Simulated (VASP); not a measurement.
Wanted: the native input for a VASP 6.6.1 run.

```
Task                   : single point
Functional             : PBE
Potentials or basis    : VASP PAW PBE potentials, release 64 (Hf_pv, O)
Cutoff                 : 520 eV
k mesh                 : 6 × 6 × 6
Occupations            : gaussian, width 0.05 eV
Spin                   : no spin polarisation
Dipole correction      : no
Further INCAR settings : ALGO = Normal; EDIFF = 1e-06; NBANDS = 31
```

The structure of HfO2 lies in POSCAR:

```
HfO2
1.0
    0.0000000000     -2.5489194559     -2.5489194559
    0.0000000000      2.5489194559     -2.5489194559
    5.0978389119      0.0000000000      0.0000000000
Hf O
2 4
Direct
    0.5256971635      0.4743028365      0.5000000000
   -0.0256971635      0.0256971635      0.0000000000
    0.0001874464      0.5001874464      0.7153971020
    0.4998125536     -0.0001874464      0.2846028980
    0.0001874464      0.5001874464      0.2153971020
    0.4998125536     -0.0001874464      0.7846028980
```

This cell differs from its parent crystal: atoms displaced along a vibrational mode.

The input as run:

INCAR

```
SYSTEM = HfO2
  ALGO = Normal
  EDIFF = 1E-6
  ENCUT = 520
  GGA = PE
  ISIF = 2
  ISMEAR = 0
  LASPH = .TRUE.
  LCHARG = .FALSE.
  LREAL = .FALSE.
  LWAVE = .FALSE.
  NBANDS = 31
  NELM = 80
  PREC = Accurate
  SIGMA = 0.05
```

KPOINTS

```
k-points
0
G
  6 6 6
  0 0 0
```

Potentials or basis: VASP PAW PBE potentials, release 64 (Hf_pv, O).

Run with:

```console
$ cat potpaw_PBE.64/Hf_pv/POTCAR potpaw_PBE.64/O/POTCAR > POTCAR
$ mpirun -np 1 vasp_std > vasp.out
```

Results of the run:

```
Pressure               : 1.2 GPa
Largest force          : 1.099 eV/Å
Band gap on the k mesh : 4.42 eV (least direct gap 4.54 eV)
```

Caveat: the cell differs from its parent crystal (atoms displaced along a vibrational mode); spin-orbit coupling is left out, which moves the levels of the heavy elements; forces of over 1 eV/Å act on the atoms, so gaps and moduli don't describe the material at rest.

Wall time 3.1 min on 1 thread of Intel Xeon 8259CL, on a shared host, peak memory 0.25 GiB.
